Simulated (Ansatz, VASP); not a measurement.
**Two plane-wave programs on Ca**

Contents of INCAR:

```
SYSTEM = Ca
  PREC = Accurate
  ENCUT = 520
  EDIFF = 1E-6
  ISMEAR = 0
  SIGMA = 0.15
  LREAL = .False.
  LASPH = .True.
  NELM = 100
  ALGO = Fast
  ISIF = 2
  LWAVE = .False.
  LCHARG = .True.
  GGA = PS
  LELF = .True.
  LVHAR = .True.
  NBANDS = 11
```

KPOINTS

```
Automatic mesh
0
Gamma
  20 20 20
  0 0 0
```

Contents of POSCAR:

```
Ca
1.0
    3.5623047180      0.6739495412      0.6739495412
    0.6739495412      3.5623047180      0.6739495412
    0.6739495412      0.6739495412      3.5623047180
Ca
1
Direct
    0.0000000000      0.0000000000      0.0000000000
```

Input for Ansatz:

```yaml
crystal:
  lattice:
    - [3.562304718, 0.6739495412, 0.6739495412]
    - [0.6739495412, 3.562304718, 0.6739495412]
    - [0.6739495412, 0.6739495412, 3.562304718]
  atoms:
    - { symbol: Ca, position: [0.0, 0.0, 0.0] }
basis:
  ecutwfc: 420
kpoints:
  mp_grid: { grid: [20, 20, 20] }
hamiltonian:
  xc: pbesol
scf:
  occupations: { method: gaussian, width: 0.15 }
output:
  forces: true
  stress: true
  eigenvalues: true
```

Alike in both runs: task single point; functional PBEsol; k mesh 20 × 20 × 20; occupations gaussian, width 0.15 eV; no spin polarisation.

|  | VASP | Ansatz |
| --- | --- | --- |
| version | VASP 6.6.1 | Ansatz 0.2.0 |
| potentials or method | VASP PAW PBE potentials, release 64 (Ca_sv), cutoff 520 eV | scalar-relativistic, plane waves, PAW |
| valence electrons in the cell | 10 | 10 |

```csv
,VASP,Ansatz,Ansatz less VASP
gap on the k mesh at the Fermi level (eV),none,none,-
pressure (GPa),0.0,0.0,-0.02
"traceless stress, the component that is largest in VASP (GPa)",1.42,1.42,-0.001
```

VASP's potentials were made for PBE, not for PBEsol. A gap of «none» marks a metal or a gap that the smearing closes. With one functional, cell and mesh, what is left measures potentials, basis and numerics.
